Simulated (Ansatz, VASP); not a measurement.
**One calculation of GdN, two programs**

Contents of INCAR:

```
ALGO     = Normal         # electronic algorithm
EDIFF    = 1E-6           # SCF threshold, eV
ENCUT    = 520            # plane-wave cutoff, eV
GGA      = PE             # functional
ISIF     = 2              # what is computed and relaxed
ISMEAR   = 0              # smearing method
ISPIN    = 2              # spin polarisation
LASPH    = T              # aspherical terms in the spheres
LCHARG   = F              # write CHGCAR
LMAXMIX  = 6              # l up to which the mixer works
LORBIT   = 11             # projections on sites
LREAL    = F              # projectors in reciprocal space
LWAVE    = F              # write WAVECAR
MAGMOM   = 7.55 0         # initial moments
NBANDS   = 22             # bands
NELM     = 150            # most SCF steps
PREC     = Accurate       # precision mode
SIGMA    = 0.05           # smearing width, eV
```

KPOINTS

```
k-points
0
Gamma
  12 12 12
```

Contents of POSCAR:

```
GdN
1.0
    0.0000000000      2.4927984072      2.4927984072
    2.4927984072      0.0000000000      2.4927984072
    2.4927984072      2.4927984072      0.0000000000
Gd N
1 1
Direct
    0.5000000000      0.5000000000      0.5000000000
    0.0000000000      0.0000000000      0.0000000000
```

Input for Ansatz:

```yaml
crystal:
  lattice:
    - [0.0, 2.4927984091, 2.4927984091]
    - [2.4927984091, 0.0, 2.4927984091]
    - [2.4927984091, 2.4927984091, 0.0]
  atoms:
    - { symbol: Gd, position: [0.5, 0.5, 0.5], spin: 7.55 }
    - { symbol: "N", position: [0.0, 0.0, 0.0] }
basis:
  ecutwfc: 420
  ecutrho_ratio: 4
kpoints:
  mp_grid: { grid: [12, 12, 12] }
  band_path:
    path:
      - [[0.0, 0.0, 0.0], [0.5, 0.0, 0.5], [0.625, 0.25, 0.625]]
      - [[0.375, 0.375, 0.75], [0.0, 0.0, 0.0], [0.5, 0.5, 0.5], [0.5, 0.25, 0.75], [0.5, 0.0, 0.5]]
    npoints: 14
hamiltonian:
  xc: pbe
scf:
  occupations: { method: gaussian, width: 0.05 }
  lower_state_search: "off"
  n_extra_bands: 16
output:
  forces: true
  stress: true
  eigenvalues: true
  populations: true
  hubbard: { sites: [{ species: Gd, l: f }] }
  dos: { projected: true, de: 0.02, nscf_kmesh: { grid: [18, 18, 18] } }
  bader: true
  write_density: true
  write_potential: true
  elf: true
  volumetric_format: npy
magnetization:
  spin_polarized: true
checkpoint:
  read: start.run
  write: ck
  compress: false
  write_wavefunctions: false
  write_every: 100000
```

Alike in both runs: task single point; functional PBE; k mesh 12 × 12 × 12; occupations gaussian, width 0.05 eV; collinear spin.

```csv
,VASP,Ansatz
version,VASP 6.6.1,Ansatz 0.2.0
potentials or method,"VASP PAW PBE potentials, release 64 (Gd, N), cutoff 520 eV","scalar-relativistic, plane waves, PAW"
valence electrons in the cell,23,23
```

```csv
,VASP,Ansatz,Ansatz less VASP
gap on the k mesh at the Fermi level (eV),none,none,-
pressure (GPa),0.0,-0.1,-0.09
net moment per atom (μB),3.50,3.50,0.000
size of the moment on the site where the two differ most (μB),6.80,6.86,+0.062
```

Site moments also hang on the region over which each program counts them. A gap of «none» marks a metal or a gap that the smearing closes. Ansatz's warnings: stability check not made.

Spin-orbit coupling is off throughout.
